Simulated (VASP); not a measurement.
Set up this calculation in VASP 6.6.1, as the native input.

* Task: single point
* Functional: PBE
* Potentials or basis: VASP PAW PBE potentials, release 64 (Mg, O)
* Cutoff: 520 eV
* k mesh: 12 × 12 × 6
* Occupations: gaussian, width 0.01 eV
* Spin: no spin polarisation
* Dipole correction: no
* Further INCAR settings: ALGO = Normal; EDIFF = 1e-06; NBANDS = 16

The structure of MgO lies in POSCAR:

```
MgO
1.0
    3.4863778600      0.0000000000      0.0000000000
   -1.7431889300      3.0192918000      0.0000000000
    0.0000000000      0.0000000000      4.1780412200
Mg O
2 2
Direct
    0.6666666667      0.3333333333      0.7500000000
    0.3333333333      0.6666666667      0.2500000000
    0.6666666667      0.3333333333      0.2500000000
    0.3333333333      0.6666666667      0.7500000000
```

These files were run (other wordings do the same):

INCAR

```
PREC     = Accurate       # precision mode
ENCUT    = 520            # plane-wave cutoff, eV
EDIFF    = 1E-6           # SCF threshold, eV
ISMEAR   = 0              # smearing method
SIGMA    = 0.01           # smearing width, eV
LREAL    = False          # projectors in reciprocal space
LASPH    = True           # aspherical terms in the spheres
NELM     = 100            # most SCF steps
ALGO     = Normal         # electronic algorithm
ISIF     = 2              # what is computed and relaxed
LWAVE    = False          # write WAVECAR
LCHARG   = False          # write CHGCAR
GGA      = PE             # functional
NBANDS   = 16             # bands
```

KPOINTS

```
regular mesh
0
Gamma
  12 12 6
```

Potentials or basis: VASP PAW PBE potentials, release 64 (Mg, O).

The run is started by

```bash
$ cat potpaw_PBE.64/Mg/POTCAR potpaw_PBE.64/O/POTCAR > POTCAR
$ mpirun -np 1 vasp_std > vasp.out
```

It gave:

| Quantity | Value |
| --- | --- |
| Pressure | 4.1 GPa |
| Band gap on the k mesh | 3.44 eV |

Caveat: the cell stands under pressure.

It took 80 s on 1 thread of Intel Xeon 8259CL, with other jobs on the host, peak memory 0.19 GiB.
